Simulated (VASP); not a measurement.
A run of VASP 6.6.1:

File INCAR:

```
SYSTEM = SnO
ALGO     = Normal         ! electronic algorithm
EDIFF    = 1E-6           ! SCF threshold, eV
ENCUT    = 520            ! plane-wave cutoff, eV
GGA      = PE             ! functional
ISIF     = 2              ! what is computed and relaxed
ISMEAR   = 0              ! smearing method
LASPH    = .TRUE.         ! aspherical terms in the spheres
LCHARG   = .FALSE.        ! write CHGCAR
LREAL    = .FALSE.        ! projectors in reciprocal space
LWAVE    = .FALSE.        ! write WAVECAR
NBANDS   = 28             ! bands
NELM     = 80             ! most SCF steps
PREC     = Accurate       ! precision mode
SIGMA    = 0.05           ! smearing width, eV
```

KPOINTS

```
k-points
0
G
  10 10 8
  0 0 0
```

POSCAR

```
SnO
1.0
    3.8101481901      0.0000000000      0.0000000000
    0.0000000000      3.8101481901      0.0000000000
    0.0000000000      0.0000000000      5.0672768981
Sn O
2 2
Direct
    0.0000000000      0.5000000000      0.2287361932
    0.5000000000      0.0000000000      0.7712638068
    0.0000000000      0.0000000000      0.0000000000
    0.5000000000      0.5000000000      0.0000000000
```

Potentials or basis: VASP PAW PBE potentials, release 64 (Sn_d, O).

Command:

```sh
$ cat potpaw_PBE.64/Sn_d/POTCAR potpaw_PBE.64/O/POTCAR > POTCAR
$ mpirun -np 1 vasp_std > vasp.out
```

Hardware: 1 thread of Intel Xeon 6975P-C, with other jobs on the host.

**Question.** Estimate the wall time of this run.

**Answer.** Wall time 100 s on 1 thread of Intel Xeon 6975P-C (shared host), peak memory 0.3 GiB. Counts: scf iterations 14, k points 105.
